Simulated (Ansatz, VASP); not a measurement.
# Two plane-wave programs on Be3AgS4

```xyz
8
Lattice="5.2530 0.0000 0.0000 0.0000 5.2530 0.0000 0.0000 0.0000 5.2530" Properties=species:S:1:pos:R:3 pbc="T T T"
Be    0.0000    2.6265    2.6265
Be    2.6265    0.0000    2.6265
Be    2.6265    2.6265    0.0000
Ag    2.6265    2.6265    2.6265
S     2.6265    0.0000    0.0000
S     0.0000    2.6265    0.0000
S     0.0000    0.0000    2.6265
S     0.0000    0.0000    0.0000
```

Alike in both runs: task single point; functional PBE; k mesh 4 × 4 × 4; occupations gaussian, width 0.1 eV; collinear spin.

|  | VASP | Ansatz |
| --- | --- | --- |
| version | VASP 6.6.1 | Ansatz 0.2.0 |
| potentials or method | VASP PAW PBE potentials, release 64 (Be, Ag, S), cutoff 520 eV | scalar-relativistic, plane waves, PAW |
| valence electrons in the cell | 41 | 49 |

|  | VASP | Ansatz | Ansatz less VASP |
| --- | --- | --- | --- |
| gap on the k mesh at the Fermi level (eV) | none | none | - |
| pressure (GPa) | -12.3 | -12.3 | +0.04 |
| net moment per atom (μB) | 0.00 | 0.00 | 0.000 |

A gap of «none» marks a metal or a gap that the smearing closes. VASP's potentials hold 41 valence electrons a cell and Ansatz's 49, so a difference there can come from the potentials and not from the codes. Ansatz's warnings: seeded moment not kept.
